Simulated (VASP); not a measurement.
Here is a VASP 6.6.1 calculation.

Contents of INCAR:

```
ALGO = Normal ; EDIFF = 1E-6
ENCUT = 600 ; GGA = PS
GGA_COMPAT = F ; ISIF = 2
ISMEAR = 0 ; LASPH = T
LCHARG = F ; LREAL = F
LWAVE = F ; NBANDS = 11
NELM = 120 ; PREC = Accurate
SIGMA = 0.05
```

Contents of KPOINTS:

```
k-points
0
Gamma
  8 8 8
```

The input POSCAR:

```
MgS
1.0
    0.0000000000      2.4975840000      2.4975840000
    2.4975840000      0.0000000000      2.4975840000
    2.4975840000      2.4975840000      0.0000000000
Mg S
1 1
Direct
    0.0000000000      0.0000000000      0.0000000000
    0.5000000000      0.5000000000      0.5000000000
```

Potentials or basis: VASP PAW PBE potentials, release 64 (Mg, S).

Launch:

```bash
$ cat potpaw_PBE.64/Mg/POTCAR potpaw_PBE.64/S/POTCAR > POTCAR
$ mpirun -np 1 vasp_std > vasp.out
```

What does it give for the band gap on the k mesh?

2.95 eV, indirect (least direct gap 4.63 eV).

What does it give for the pressure?

10.6 GPa.

Caveat: the cell differs from its parent crystal (strain -0.040 along x and y, -0.040 along z); the PAW data sets were made with another functional, which shifts forces and pressure a little. A k mesh can miss the band edges.
